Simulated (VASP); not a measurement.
# Au in VASP: a series of runs, part 2 of 2

VASP 6.6.1. The steps go on from the part before.

## (3) Single point, PBE

This run uses another cell than the first one, of 17.81 Å³/atom.

The input, INCAR:

```
SYSTEM = Au
ALGO = Normal
EDIFF = 1E-6
ENCUT = 500
GGA = PE
GGA_COMPAT = .False.
ISIF = 2
ISMEAR = 0
ISYM = 0
LASPH = .True.
LCHARG = .False.
LREAL = .False.
LWAVE = .False.
NBANDS = 18
NELM = 120
PREC = Accurate
SIGMA = 0.1
```

The input, KPOINTS:

```
k-points
0
Gamma
  11 11 20
  0 0 0
```

The input, POSCAR:

```
Au
1.0
    4.0529668516      0.0000000000     -0.0014773724
    0.0000000000      4.0529671209      0.0000000000
   -2.0272648399      0.0000000000      2.1689614381
Au
2
Direct
    0.0000000000      0.0000000000      0.0000000000
    0.5000000000      0.5000000000      0.0000000000
```

Potentials or basis: VASP PAW PBE potentials, release 64 (Au).

The run is started by

```bash
cat potpaw_PBE.64/Au/POTCAR > POTCAR
mpirun -np 1 vasp_std > vasp.out
```

OUTCAR:

```text
SYSTEM = Au
   EDIFF = 1E-6
   ENCUT = 500
   GGA = PE
   ISIF = 2
   ISMEAR = 0
   ISYM = 0
   LASPH = .True.
   LREAL = .False.
   NELM = 120
   PREC = Accurate

 ion  position               nearest neighbor table
   1  0.000  0.000  0.000-   2 2.87   2 2.87   2 2.87   2 2.87   2 2.97   2 2.97   2 2.97   2 2.97

   2  0.500  0.500  0.000-   1 2.87   1 2.87   1 2.87   1 2.87   1 2.97   1 2.97   1 2.97   1 2.97

IMPORTANT INFORMATION: All symmetrisations will be switched off!
NOSYMM: (Re-)initialisation of all symmetry stuff for point group C_1.

----------------------------------------------------------------------------------------

                                     Primitive cell

  volume of cell :      35.6164

  direct lattice vectors                    reciprocal lattice vectors
     4.052966852  0.000000000 -0.001477372     0.246816926  0.000000000  0.230692564
     0.000000000  4.052967121  0.000000000     0.000000000  0.246732818  0.000000000
    -2.027264840  0.000000000  2.168961438     0.000168118  0.000000000  0.461207286

  length of vectors
     4.052967121  4.052967121  2.968871242     0.337842647  0.246732818  0.461207317

  position of ions in fractional coordinates (direct lattice)
     0.000000000  0.000000000  0.000000000
     0.500000000  0.500000000  1.000000000

  ion indices of the primitive-cell ions
   primitive index   ion index
                 1           1
                 2           2

----------------------------------------------------------------------------------------

 KPOINTS: k-points

Automatic generation of k-mesh.
 Grid dimensions read from file:
 generate k-points for:   11   11   20

 Generating k-lattice:

  Cartesian coordinates                     Fractional coordinates (reciprocal lattice)
     0.022437902  0.000000000  0.020972051     0.090909091  0.000000000  0.000000000
     0.000000000  0.022430256  0.000000000     0.000000000  0.090909091  0.000000000
[... 71 lines left out ...]
   EMIN   =  10.00;   EMAX   =-10.00  energy-range for DOS
   EFERMI =   0.00;   METHOD = LEGACY
   ISMEAR =     0;   SIGMA  =   0.10  broadening in eV -4-tet -1-fermi 0-gaus
   EFERMI_NEDOS =   21; number of points for ismear=-14 and -15
   IALGO  =     38    algorithm
   IMIX   =      4    mixing-type and parameters
     AMIX     =   0.40;   BMIX     =  1.00
     AMIX_MAG =   1.60;   BMIX_MAG =  1.00
  volume/ion in A,a.u.               =      17.81       120.18
  Fermi-wavevector in a.u.,A,eV,Ry     =   1.394224  2.634700 26.447810  1.943859
  Thomas-Fermi vector in A             =   2.517793
   LORBIT       =      0    0 simple, 1 ext, 2 COOP (PROOUT), +10 PAW based schemes
   GGA     = PE    functional components
   LHFCALC =     F    Hartree Fock is set to
   AEXX    =    0.0000 exact exchange contribution
   IVDW    =     0    specifies the selected vdW correction
   LEPSILON=     F    determine dielectric tensor
   LRPA    =     F    only Hartree local field effects (RPA)
 non-spin polarized calculation
 Gauss-broadening in eV      SIGMA  =   0.10
  energy-cutoff  :      500.00
  volume of cell :       35.62
 maximum number of plane-waves:       921
 NGX is ok and might be reduce to    30
   NGX = 15   NGY = 15   NGZ = 11

 number of electron      21.9999999 magnetization

 Free energy of the ion-electron system (eV)
  ---------------------------------------------------
  ext. energy  EPLUGINS =         0.00000000
  ---------------------------------------------------
  free energy    TOTEN  =        -6.43280162 eV

  energy without entropy =       -6.43013421  energy(sigma->0) =       -6.43146791

 E-fermi :   8.7738     XC(G=0): -12.4542

 val. band max:        8.7696393089   @ k =  -0.0909   0.3636   0.2500
 cond. band min:       8.7780149833   @ k =   0.1818   0.4545  -0.3500
 fundamental gap:      0.0083756745
 Fermi energy:         8.7738405318

 k-point     1 :       0.0000    0.0000    0.0000
  band No.  band energies     occupation
      1      -0.6405      2.00000
      2       2.1190      2.00000
      3       2.4158      2.00000
      4       3.9126      2.00000
      5       4.5024      2.00000
      6       4.5036      2.00000
[... 481 lines left out ...]
      5       4.3872      2.00000
      6       4.8095      2.00000
[... 10 lines left out ...]
     17      24.3439      0.00000
     18      25.2476      0.00000

 [... further k-points ...]
[... 5 lines left out ...]
  --------------------------------------------------------------------------------------
  -------------------------------------------------------------------------------------
  Total        0.4118172      0.4688816     -0.0690812     -0.0000005     -0.0000006     -0.0011923
  in kB       18.5252920     21.0922938     -3.1075681     -0.0000226     -0.0000272     -0.0536328
  external PRESSURE =      12.1700059 kB  Pullay stress =       0.0000000 kB

 VOLUME and BASIS-vectors are now :
 -----------------------------------------------------------------------------
  energy-cutoff  :      500.00
  volume of cell :       35.62
      direct lattice vectors                 reciprocal lattice vectors
     4.052966852  0.000000000 -0.001477372     0.246816926  0.000000000  0.230692564
     0.000000000  4.052967121  0.000000000     0.000000000  0.246732818  0.000000000
    -2.027264840  0.000000000  2.168961438     0.000168118  0.000000000  0.461207286

 POSITION                                       TOTAL-FORCE (eV/Angst)
 -----------------------------------------------------------------------------------
      0.00000      0.00000      0.00000         0.000000     -0.000000     -0.000000
      2.02648      2.02648     -0.00074        -0.000000      0.000000      0.000000
 -----------------------------------------------------------------------------------
    total drift:                                0.000000     -0.000000     -0.000000

  FREE ENERGIE OF THE ION-ELECTRON SYSTEM (eV)
  ---------------------------------------------------
  free  energy   TOTEN  =        -6.4328016155 eV

  energy  without entropy=       -6.4301342107  energy(sigma->0) =       -6.43146791
```

Run time: 19 min. Hardware: 1 thread of AMD EPYC 7R43 (Zen 3), shared host; peak memory 0.6 GiB.

What came out:

* Free energy: -6.4328 eV
* Pressure: 1.2 GPa
* Band gap on the k mesh: zero (bands 11 and 12 overlap by 6.63 eV)

Levels at points of the mesh, in eV from the Fermi level:
```csv
k point,band 9,band 10,band 11,band 12,band 13,band 14
"(0.00, 0.00, 0.00)",-2.06,-1.91,-1.43,1.51,5.94,9.48
"(0.00, 0.00, 0.50)",-1.71,-1.43,0.43,1.51,4.42,5.94
```

Caveat: spin-orbit coupling is left out, which moves the levels of the heavy elements.
